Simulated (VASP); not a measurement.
# Sb (R-3m) in VASP: electric field gradients with PBEsol

Aim: the electric field gradients of Sb with PBEsol.

Everything below comes from runs of VASP 6.6.1. Logs are shortened: lines on timing, memory, paths and dates and some standing lists are left out, and cuts for length are marked.

**1. The cell of the first run**

It takes space group R-3m (No. 166, trigonal). Conventional cell: a = 4.316 Å, b = 4.316 Å, c = 11.045 Å, α = 90.00°, β = 90.00°, γ = 120.00°. Sb (site symmetry 3m) has 6 Sb at 2.93 to 3.28 Å within 3.9 Å.

**2. Electric field gradients, PBEsol**

File INCAR:

```
PREC     = Accurate       # precision mode
ENCUT    = 520            # plane-wave cutoff, eV
EDIFF    = 1E-8           # SCF threshold, eV
ISMEAR   = -1             # smearing method
SIGMA    = 0.15           # smearing width, eV
LREAL    = False          # projectors in reciprocal space
LASPH    = True           # aspherical terms in the spheres
NELM     = 60             # most SCF steps
ALGO     = Normal         # electronic algorithm
ISIF     = 2              # what is computed and relaxed
LWAVE    = False          # write WAVECAR
LCHARG   = False          # write CHGCAR
GGA      = PS             # functional
LEFG     = True         
NBANDS   = 12             # bands
```

File KPOINTS:

```
Automatic mesh
0
Gamma
  12 12 12
```

File POSCAR:

```
Sb
1.0
    2.1580243715      1.2459359518      3.6816800751
   -2.1580243715      1.2459359518      3.6816800751
    0.0000000000     -2.4918719036      3.6816800751
Sb
2
Direct
    0.2365647118      0.2365647118      0.2365647118
    0.7634352882      0.7634352882      0.7634352882
```

Potentials or basis: VASP PAW PBE potentials, release 64 (Sb).

The run is started by

```console
$ cat potpaw_PBE.64/Sb/POTCAR > POTCAR
$ mpirun -np 1 vasp_std > vasp.out
```

OUTCAR:

```text
PREC = Accurate
   ENCUT = 520
   EDIFF = 1E-8
   ISMEAR = -1
   LREAL = False
   LASPH = True
   NELM = 60
   ISIF = 2
   GGA = PS

 ion  position               nearest neighbor table
   1  0.237  0.237  0.237-   2 2.93   2 2.93   2 2.93   2 3.28   2 3.28   2 3.28
   2  0.763  0.763  0.763-   1 2.93   1 2.93   1 2.93   1 3.28   1 3.28   1 3.28

  LATTYP: Found a trigonal (rhomboedric) cell.
 ALAT       =     4.4456938445
 COS(alpha) =     0.5287367403

  Lattice vectors:

 A1 = (   2.1580243715,   1.2459359518,   3.6816800751)
 A2 = (  -2.1580243715,   1.2459359518,   3.6816800751)
 A3 = (   0.0000000000,  -2.4918719036,   3.6816800751)

Analysis of symmetry for initial positions (statically):
=====================================================================
 Subroutine PRICEL returns:
 Original cell was already a primitive cell.

 Routine SETGRP: Setting up the symmetry group for a
 trigonal (rhombohedral) supercell.

 Subroutine GETGRP returns: Found 12 space group operations
 (whereof 12 operations were pure point group operations)
 out of a pool of 12 trial point group operations.

The static configuration has the point symmetry D_3d.

Analysis of symmetry for dynamics (positions and initial velocities):
=====================================================================
 Subroutine PRICEL returns:
 Original cell was already a primitive cell.

 Routine SETGRP: Setting up the symmetry group for a
 trigonal (rhombohedral) supercell.

 Subroutine GETGRP returns: Found 12 space group operations
 (whereof 12 operations were pure point group operations)
 out of a pool of 12 trial point group operations.

The dynamic configuration has the point symmetry D_3d.

 Subroutine INISYM returns: Found 12 space group operations
 (whereof 12 operations are pure point group operations),
 and found     1 'primitive' translations

----------------------------------------------------------------------------------------

                                     Primitive cell

  volume of cell :      59.3949

  direct lattice vectors                    reciprocal lattice vectors
     2.158024371  1.245935952  3.681680075     0.231693398  0.133768246  0.090538376
    -2.158024371  1.245935952  3.681680075    -0.231693398  0.133768246  0.090538376
     0.000000000 -2.491871904  3.681680075     0.000000000 -0.267536492  0.090538376

  length of vectors
     4.445693845  4.445693845  4.445693845     0.282441094  0.282441094  0.282441094

  position of ions in fractional coordinates (direct lattice)
     0.236564712  0.236564712  0.236564712
     0.763435288  0.763435288  0.763435288

  ion indices of the primitive-cell ions
   primitive index   ion index
                 1           1
                 2           2

----------------------------------------------------------------------------------------

 KPOINTS: Automatic mesh

Automatic generation of k-mesh.
 Grid dimensions read from file:
 generate k-points for:   12   12   12

 Generating k-lattice:

  Cartesian coordinates                     Fractional coordinates (reciprocal lattice)
     0.019307783  0.011147354  0.007544865     0.083333333  0.000000000 -0.000000000
    -0.019307783  0.011147354  0.007544865     0.000000000  0.083333333 -0.000000000
     0.000000000 -0.022294708  0.007544865    -0.000000000 -0.000000000  0.083333333

  Length of vectors
     0.023536758  0.023536758  0.023536758

  Shift w.r.t. Gamma in fractional coordinates (k-lattice)
     0.000000000  0.000000000  0.000000000

 Subroutine IBZKPT returns following result:
 ===========================================

 Found    189 irreducible k-points:

 Following reciprocal coordinates:
            Coordinates               Weight
  0.000000  0.000000  0.000000      1.000000
  0.083333 -0.000000  0.000000      6.000000
  0.166667 -0.000000  0.000000      6.000000
  0.250000  0.000000 -0.000000      6.000000
  0.333333 -0.000000 -0.000000      6.000000
  0.416667  0.000000  0.000000      6.000000
[... 16 lines left out ...]
  0.500000  0.166667  0.000000     12.000000
 -0.416667  0.166667  0.000000     12.000000
 [... further k-points ...]
   k-points           NKPTS =    189   k-points in BZ     NKDIM =    189   number of bands    NBANDS=     12
   number of dos      NEDOS =    301   number of ions     NIONS =      2
   total plane-waves  NPLWV =  46656
   dimension x,y,z NGX =    36 NGY =   36 NGZ =   36
   dimension x,y,z NGXF=    72 NGYF=   72 NGZF=   72
   ions per type =               2
   NGX,Y,Z   is equivalent  to a cutoff of  13.46, 13.46, 13.46 a.u.
   NGXF,Y,Z  is equivalent  to a cutoff of  26.92, 26.92, 26.92 a.u.
 SYSTEM =  unknown system
   PREC   = accura    normal or accurate (medium, high low for compatibility)
   ISTART =      0    job   : 0-new  1-cont  2-samecut
   ICHARG =      2    charge: 1-file 2-atom 10-const
   ISPIN  =      1    spin polarized calculation?
   LNONCOLLINEAR =      F non collinear calculations
   LSORBIT =      F    spin-orbit coupling
   LASPH  =      T    aspherical Exc in radial PAW
   ENCUT  =  520.0 eV  38.22 Ry    6.18 a.u.   8.27  8.27  8.27*2*pi/ulx,y,z
   NELM   =     60;   NELMIN=  2; NELMDL= -5     # of ELM steps
   EDIFF  = 0.1E-07   stopping-criterion for ELM
   LREAL  =      F    real-space projection
   EDIFFG = 0.1E-06   stopping-criterion for IOM
   NSW    =      0    number of steps for IOM
   IBRION =     -1    ionic relax: 0-MD 1-quasi-New 2-CG
   NFREE  =      0    steps in history (QN), initial steepest desc. (CG)
   ISIF   =      2    stress and relaxation
   ISYM   =      2    0-nonsym 1-usesym 2-fastsym
   POTIM  = 0.5000    time-step for ionic-motion
   TEBEG  =    0.0;   TEEND  =   0.0 temperature during run
   PSTRESS=    0.0 pullay stress
   NELECT =      10.0000    total number of electrons
   NUPDOWN=      -1.0000    fix difference up-down
   EMIN   =  10.00;   EMAX   =-10.00  energy-range for DOS
   EFERMI =   0.00;   METHOD = LEGACY
   ISMEAR =    -1;   SIGMA  =   0.15  broadening in eV -4-tet -1-fermi 0-gaus
   EFERMI_NEDOS =   21; number of points for ismear=-14 and -15
   IALGO  =     38    algorithm
   IMIX   =      4    mixing-type and parameters
     AMIX     =   0.40;   BMIX     =  1.00
     AMIX_MAG =   1.60;   BMIX_MAG =  1.00
  volume/ion in A,a.u.               =      29.70       200.41
  Fermi-wavevector in a.u.,A,eV,Ry     =   0.903979  1.708273 11.118384  0.817178
  Thomas-Fermi vector in A             =   2.027370
   LORBIT       =      0    0 simple, 1 ext, 2 COOP (PROOUT), +10 PAW based schemes
   GGA     = PS    functional components
   LHFCALC =     F    Hartree Fock is set to
   AEXX    =    0.0000 exact exchange contribution
   IVDW    =     0    specifies the selected vdW correction
   LEPSILON=     F    determine dielectric tensor
   LRPA    =     F    only Hartree local field effects (RPA)
 non-spin polarized calculation
  energy-cutoff  :      520.00
  volume of cell :       59.39
 maximum number of plane-waves:      1614
 NGX is ok and might be reduce to    36
   NGX = 17   NGY = 17   NGZ = 17

 number of electron      10.0000000 magnetization

 Free energy of the ion-electron system (eV)
  ---------------------------------------------------
  ext. energy  EPLUGINS =         0.00000000
  ---------------------------------------------------
  free energy    TOTEN  =        -9.13153143 eV

  energy without entropy =       -9.09249986  energy(sigma->0) =       -9.11201564

 E-fermi :   7.2061     XC(G=0):  -9.7481

 val. band max:        7.1678691036   @ k =   0.2500   0.2500   0.1667
 cond. band min:       7.2407037646   @ k =   0.5000   0.5000   0.5000
 fundamental gap:      0.0728346610
 Fermi energy:         7.2061001848

 k-point     1 :       0.0000    0.0000    0.0000
  band No.  band energies     occupation
      1      -5.4707      2.00000
      2       2.6061      2.00000
      3       5.3057      1.99999
      4       5.4977      1.99998
      5       5.4977      1.99998
      6       9.6752      0.00000
      7      10.1391      0.00000
      8      10.1391      0.00000
      9      12.2244      0.00000
     10      12.2244      0.00000
     11      12.3414      0.00000
     12      13.8003      0.00000

 k-point     2 :       0.0833   -0.0000    0.0000
  band No.  band energies     occupation
      1      -5.3933      2.00000
      2       2.2244      2.00000
      3       5.3339      1.99999
      4       5.4894      1.99998
      5       5.6777      1.99992
      6       9.5767      0.00000
      7       9.9048      0.00000
      8       9.9072      0.00000
      9      11.9288      0.00000
     10      12.2319      0.00000
     11      12.2652      0.00000
     12      14.3833      0.00000

 k-point     3 :       0.1667   -0.0000    0.0000
  band No.  band energies     occupation
      1      -5.1617      2.00000
      2       1.3521      2.00000
      3       5.3608      1.99999
      4       5.4745      1.99998
      5       6.0359      1.99918
      6       9.1892      0.00000
      7       9.3317      0.00000
      8       9.3558      0.00000
      9      11.7975      0.00000
     10      12.3431      0.00000
     11      12.5938      0.00000
     12      15.5811      0.00000
[... 286 lines left out ...]
 k-point    23 :       0.5000    0.1667    0.0000
  band No.  band energies     occupation
      1      -3.1807      2.00000
      2      -1.8765      2.00000
      3       3.8123      2.00000
      4       4.7990      2.00000
      5       5.3308      1.99999
      6       8.7472      0.00007
      7       9.0334      0.00001
      8      10.1031      0.00000
      9      12.7784      0.00000
     10      15.3693      0.00000
     11      16.2810      0.00000
     12      16.4497      0.00000

 k-point    24 :      -0.4167    0.1667    0.0000
  band No.  band energies     occupation
      1      -2.8929      2.00000
      2      -2.2235      2.00000
      3       3.5972      2.00000
      4       5.1404      2.00000
      5       5.5887      1.99996
      6       8.2136      0.00242
      7       8.6467      0.00013
      8      10.4493      0.00000
      9      13.9072      0.00000
     10      14.3010      0.00000
     11      14.9639      0.00000
     12      17.5727      0.00000

 [... further k-points ...]

------------------------ aborting loop because EDIFF is reached ----------------------------------------

  FORCE on cell =-STRESS in cart. coord.  units (eV):
  Direction    XX          YY          ZZ          XY          YZ          ZX
  --------------------------------------------------------------------------------------
  -------------------------------------------------------------------------------------
  Total        0.0683749      0.0683749      0.0482510      0.0000000      0.0000000      0.0000000
  in kB        1.8444122      1.8444122      1.3015692      0.0000000      0.0000000      0.0000000
  external PRESSURE =       1.6634646 kB  Pullay stress =       0.0000000 kB

 VOLUME and BASIS-vectors are now :
 -----------------------------------------------------------------------------
  energy-cutoff  :      520.00
  volume of cell :       59.39
      direct lattice vectors                 reciprocal lattice vectors
     2.158024371  1.245935952  3.681680075     0.231693398  0.133768246  0.090538376
    -2.158024371  1.245935952  3.681680075    -0.231693398  0.133768246  0.090538376
     0.000000000 -2.491871904  3.681680075     0.000000000 -0.267536492  0.090538376

 POSITION                                       TOTAL-FORCE (eV/Angst)
 -----------------------------------------------------------------------------------
      0.00000      0.00000      2.61287         0.000000      0.000000      0.047177
      0.00000      0.00000      8.43217         0.000000      0.000000     -0.047177
 -----------------------------------------------------------------------------------
    total drift:                                0.000000     -0.000000      0.000000

  FREE ENERGIE OF THE ION-ELECTRON SYSTEM (eV)
  ---------------------------------------------------
  free  energy   TOTEN  =        -9.1315314261 eV

  energy  without entropy=       -9.0924998631  energy(sigma->0) =       -9.11201564

 Electric field gradients (V/A^2)
---------------------------------------------------------------------
 ion       V_xx      V_yy      V_zz      V_xy      V_xz      V_yz
---------------------------------------------------------------------
   1      14.995    14.995   -29.989    -0.000    -0.000     0.000
   2      14.995    14.995   -29.989    -0.000    -0.000     0.000
---------------------------------------------------------------------

 Electric field gradients after diagonalization (V/A^2)
 (convention: |V_zz| > |V_xx| > |V_yy|)
----------------------------------------------------------------------
 ion       V_xx      V_yy      V_zz     asymmetry (V_yy - V_xx)/ V_zz
----------------------------------------------------------------------
   1      14.995    14.995   -29.989       0.000
   2      14.995    14.995   -29.989       0.000
----------------------------------------------------------------------

           NMR quadrupolar parameters

 Cq : quadrupolar parameter    Cq=e*Q*V_zz/h
 eta: asymmetry parameters     (V_yy - V_xx)/ V_zz
 Q  : nuclear electric quadrupole moment in mb (millibarn)
----------------------------------------------------------------------
 ion       Cq(MHz)       eta       Q (mb)
----------------------------------------------------------------------
   1      -0.073       0.000       1.000
   2      -0.073       0.000       1.000
----------------------------------------------------------------------
```

It took 2.3 min on 1 thread of Intel Xeon Platinum 8375C at 2.90GHz (Ice Lake), shared host; peak memory 0.28 GiB.

What came out:

```
Free energy                             : -9.1315 eV
Pressure                                : 0.2 GPa
Largest force                           : 0.047 eV/Å
Band gap on the k mesh                  : zero (bands 5 and 6 overlap by 0.27 eV)
Largest electric field gradient by atom : Sb -30.0 V/Å²
```

Forces on the atoms (eV/Å):
```
Sb   0.000  0.000  0.047
Sb   0.000  0.000 -0.047
```

Levels at points of the mesh, in eV from the Fermi level:
```csv
k point,band 2,band 3,band 4,band 5,band 6,band 7,band 8,band 9
"(0.00, 0.00, 0.00)",-4.60,-1.90,-1.71,-1.71,2.47,2.93,2.93,5.02
"(0.50, 0.00, 0.00)",-9.64,-1.63,-1.48,-0.23,-0.09,0.27,0.35,7.91
"(0.50, 0.50, 0.00)",-7.79,-5.52,-3.71,-3.63,1.67,5.17,5.56,7.24
"(0.50, 0.50, 0.50)",-9.11,-1.13,-1.13,-0.35,0.03,0.03,1.02,7.38
```

Electric field gradients, principal values (V/Å²):
```
atom   least  middle  greatest (by size)
1 Sb  14.995  14.995             -29.989
2 Sb  14.995  14.995             -29.989
```

Caveat: without QUAD_EFG the Cq values of the log hold for a quadrupole moment of 1 mb, not for the nuclei; the PAW data sets were made with another functional, which shifts forces and pressure a little; spin-orbit coupling is left out, which moves the levels of the heavy elements.
